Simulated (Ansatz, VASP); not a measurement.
**H in VASP and in Ansatz**

```xyz
2
Lattice="9.0000 0.0000 0.0000 0.0000 9.7000 0.0000 0.0000 0.0000 9.9000" Properties=species:S:1:pos:R:3 pbc="T T T"
H     4.5000    5.1205    5.2104
H     4.5000    4.5795    4.6896
```

Alike in both runs: task relaxation of the atoms; functional PBE; dispersion D3(BJ); k mesh 1 × 1 × 1; occupations gaussian, width 0.01 eV; no spin polarisation.

```csv
,VASP,Ansatz
version,VASP 6.6.1,Ansatz 0.2.0
potentials or method,"VASP PAW PBE potentials, release 64 (H), cutoff 520 eV","scalar-relativistic, plane waves, PAW"
valence electrons in the cell,2,2
```

Ansatz gave:

```
gap on the k mesh at the Fermi level, each at its own relaxed structure (eV) : 10.11
```

Which values does VASP return?

gap on the k mesh at the Fermi level, each at its own relaxed structure (eV): 10.13.
